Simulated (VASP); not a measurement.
A run of VASP 6.6.1 is set up as follows.

The input INCAR:

```
ALGO     = Normal         # electronic algorithm
EDIFF    = 1E-6           # SCF threshold, eV
ENCUT    = 520            # plane-wave cutoff, eV
GGA      = PS             # functional
ISIF     = 2              # what is computed and relaxed
ISMEAR   = -1             # smearing method
LASPH    = T              # aspherical terms in the spheres
LCHARG   = F              # write CHGCAR
LREAL    = F              # projectors in reciprocal space
LWAVE    = F              # write WAVECAR
NBANDS   = 13             # bands
NELM     = 60             # most SCF steps
PREC     = Accurate       # precision mode
SIGMA    = 0.08           # smearing width, eV
```

KPOINTS

```
k-points
0
Gamma
  6 6 6
```

The input POSCAR:

```
Pb
1.0
   -1.9796595667      1.9796595667      1.9796595667
    1.9796595667     -1.9796595667      1.9796595667
    1.9796595667      1.9796595667     -1.9796595667
Pb
1
Direct
    0.0000000000      0.0000000000      0.0000000000
```

Potentials or basis: VASP PAW PBE potentials, release 64 (Pb_d).

Command:

```sh
$ cat potpaw_PBE.64/Pb_d/POTCAR > POTCAR
$ mpirun -np 1 vasp_std > vasp.out
```

(1) Estimate the pressure.

(2) Estimate the band gap on the k mesh.

Results:

(1) -1.9 GPa.

(2) zero (band 7 reaches 14.28 eV, above the bottom of band 8 at 4.83 eV).

Caveat: the k points lie up to 0.37 Å⁻¹ apart; the PAW data sets were made with another functional, which shifts forces and pressure a little; spin-orbit coupling is left out, which moves the levels of the heavy elements.
